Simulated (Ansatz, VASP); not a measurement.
PbS: VASP beside Ansatz

The input INCAR:

```
ALGO     = Normal         # electronic algorithm
EDIFF    = 1E-6           # SCF threshold, eV
ENCUT    = 520            # plane-wave cutoff, eV
GGA      = RP             # functional
ISIF     = 2              # what is computed and relaxed
ISMEAR   = -1             # smearing method
IVDW     = 12             # dispersion correction
LASPH    = True           # aspherical terms in the spheres
LCHARG   = False          # write CHGCAR
LREAL    = False          # projectors in reciprocal space
LWAVE    = False          # write WAVECAR
NBANDS   = 28             # bands
NELM     = 100            # most SCF steps
PREC     = Accurate       # precision mode
SIGMA    = 0.05           # smearing width, eV
```

File KPOINTS:

```
k-points
0
Gamma
  7 7 6
```

POSCAR

```
PbS
1.0
    2.0937276176     -6.0309754840      0.0000000000
    2.0937276176      6.0309754840      0.0000000000
    0.0000000000      0.0000000000      4.3076616397
Pb S
2 2
Direct
    0.1305633500      0.8694366500      0.2500000000
    0.8694366500      0.1305633500      0.7500000000
    0.3547970900      0.6452029100      0.2500000000
    0.6452029100      0.3547970900      0.7500000000
```

File input.yaml:

```yaml
crystal:
  lattice:
    - [2.0937276176, -6.030975484, 0.0]
    - [2.0937276176, 6.030975484, 0.0]
    - [0.0, 0.0, 4.3076616397]
  atoms:
    - { symbol: Pb, position: [0.13056335, 0.86943665, 0.25] }
    - { symbol: Pb, position: [0.86943665, 0.13056335, 0.75] }
    - { symbol: S, position: [0.35479709, 0.64520291, 0.25] }
    - { symbol: S, position: [0.64520291, 0.35479709, 0.75] }
hamiltonian:
  xc: rpbe
  pseudopotentials: { kind: paw }
  dispersion: d3bj
kpoints:
  mp_grid: { grid: [7, 7, 6] }
scf:
  occupations: { method: fermi_dirac, width: 0.05 }
output:
  forces: true
  stress: true
  eigenvalues: true
```

Alike in both runs: task single point; functional RPBE; dispersion D3(BJ); k mesh 7 × 7 × 6; occupations fermi-dirac, width 0.05 eV; no spin polarisation.

|  | VASP | Ansatz |
| --- | --- | --- |
| version | VASP 6.6.1 | Ansatz 0.2.0 |
| potentials or method | VASP PAW PBE potentials, release 64 (Pb_d, S) | Ansatz PAW |
| plane-wave cutoff (eV) | 520 | 420 |
| valence electrons in the cell | 40 | 40 |

|  | VASP | Ansatz | Ansatz less VASP |
| --- | --- | --- | --- |
| gap on the k mesh at the Fermi level (eV) | 1.38 | 1.38 | 0.000 |
| least direct gap on the mesh (eV) | 1.52 | 1.52 | -0.001 |
| pressure (GPa) | -11.6 | -11.5 | +0.08 |
| traceless stress, the component that is largest in VASP (GPa) | 1.16 | 1.18 | +0.014 |
| rms of the force components (eV/Å) | 0.112 | 0.109 | -0.0029 |

VASP's potentials were made for PBE, not for RPBE. Atom by atom the forces differ by 0.003 eV/Å (rms over components).

Spin-orbit coupling is off throughout. Noted on Ansatz's run: odd divisions of the mesh miss points on the zone boundary, where band edges often lie, so the gap on the mesh can be too wide.
